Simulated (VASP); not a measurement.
# Sc: single point with r2SCAN+rVV10+U

The system is Sc.

```xyz
1
Lattice="-1.8781 1.8781 1.6825 1.8781 -1.8781 1.6825 1.8781 1.8781 -1.6825" Properties=species:S:1:pos:R:3 pbc="T T T"
Sc    0.0000    0.0000    0.0000
```

```json
{
 "Program": "VASP 6.6.1",
 "Task": "single point",
 "Functional": "r2SCAN",
 "Dispersion": "rVV10",
 "Potentials or basis": "VASP PAW PBE potentials, release 64 (Sc_sv)",
 "Cutoff": "520 eV",
 "k mesh": "10 × 10 × 10",
 "Occupations": "fermi-dirac, width 0.1 eV",
 "Spin": "no spin polarisation",
 "Hubbard terms": "Sc d U = 8.0 eV",
 "Dipole correction": "no",
 "Further INCAR settings": "ALGO = Normal; EDIFF = 1e-07; NBANDS = 12"
}
```

* Pressure: 18.7 GPa

Stress tensor (GPa, compression positive):
```
15.47  0.00  0.00
 0.00 15.47  0.00
 0.00  0.00 25.22
```

Levels at points of the mesh, in eV from the Fermi level:
| k point | band 2 | band 3 | band 4 | band 5 | band 6 | band 7 | band 8 | band 9 |
| --- | --- | --- | --- | --- | --- | --- | --- | --- |
| (0.00, 0.00, 0.00) | -31.23 | -31.23 | -31.17 | -6.90 | 2.46 | 3.35 | 3.35 | 3.61 |
| (0.50, 0.00, 0.00) | -31.63 | -31.37 | -31.23 | -1.95 | -0.62 | 1.11 | 4.26 | 5.09 |
| (0.50, 0.50, 0.00) | -31.65 | -31.28 | -31.21 | -2.24 | -1.25 | 2.16 | 3.58 | 4.45 |
| (0.50, 0.50, 0.50) | -31.54 | -31.54 | -31.40 | -1.20 | -0.88 | 4.51 | 4.51 | 5.80 |

Eigenvalues of the final occupation matrices:
| site | spin | trace | eigenvalues |
| --- | --- | --- | --- |
| site 1 d | 1 | 0.27 | 0.04 0.04 0.04 0.07 0.09 |
| site 1 d | 2 | 0.27 | 0.04 0.04 0.04 0.07 0.09 |

Wall time 110 s on 1 thread of AMD EPYC 7R13 Processor (Zen 3) (shared host), peak memory 0.2 GiB.

Caveat: the PAW data sets were made with another functional, which shifts forces and pressure a little; U without spin polarisation on a metal has little footing; the U is typed as a test and isn't derived for this compound.
